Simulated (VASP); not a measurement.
Wanted: the native input for a VASP 6.6.1 run.

```
Task                   : relaxation of cell and atoms
Functional             : PBE
Potentials or basis    : VASP PAW PBE potentials, release 64 (C_h)
Cutoff                 : 1300 eV
k mesh                 : 12 × 12 × 6
Occupations            : gaussian, width 0.02 eV
Spin                   : no spin polarisation
Dipole correction      : no
Further INCAR settings : ALGO = Normal; EDIFF = 1e-07; IBRION = 2; EDIFFG = -0.005; NSW = 100; ISIF = 3
```

The structure of C lies in POSCAR:

```
C
1.0
    2.1360055142     -1.2332322732     -0.0083053400
    2.1360055142      1.2332322732     -0.0083053400
   -1.3983754682      0.0000000000      4.2884839668
C
2
Direct
    0.8333348306      0.8333348306      0.0000045102
    0.1666651694      0.1666651694      0.9999954898
```

The input as run:

INCAR

```
ALGO     = Normal         # electronic algorithm
EDIFF    = 1E-7           # SCF threshold, eV
EDIFFG   = -0.005         # ionic threshold
ENCUT    = 1300           # plane-wave cutoff, eV
GGA      = PE             # functional
GGA_COMPAT= False        
IBRION   = 2              # ionic algorithm
ISIF     = 3              # what is computed and relaxed
ISMEAR   = 0              # smearing method
LASPH    = True           # aspherical terms in the spheres
LCHARG   = False          # write CHGCAR
LREAL    = False          # projectors in reciprocal space
LWAVE    = False          # write WAVECAR
NELM     = 120            # most SCF steps
NELMIN   = 4            
NSW      = 100            # ionic steps
PREC     = Accurate       # precision mode
SIGMA    = 0.02           # smearing width, eV
```

KPOINTS

```
k-points
0
Gamma
  12 12 6
```

Potentials or basis: VASP PAW PBE potentials, release 64 (C_h).

Run with:

```bash
$ cat potpaw_PBE.64/C_h/POTCAR > POTCAR
$ mpirun -np 1 vasp_std > vasp.out
```

It gave:

```yaml
Relaxed_volume: 10.65 Å³/atom
Relaxed_cell: a = 2.466 Å, b = 2.466 Å, c = 4.286 Å, α = 106.64°, β = 106.64°, γ = 60.00°
Space_group_after_relaxing_to_0.1_Å: R-3m (No. 166)
Energy_gained_by_relaxing: 0.4 meV/atom
Ionic_steps: 20
Pressure_after_relaxing: 0.0 GPa
Largest_force_after_relaxing: 0.004 eV/Å
```

Caveat: this functional lacks dispersion, which binds layers or chains, so the pressure and a relaxed spacing across them are unreliable.

Run time: 11 min on 1 thread of Intel(R) Xeon(R) 6975P-C (Granite Rapids), with other jobs on the host, peak memory 0.31 GiB.
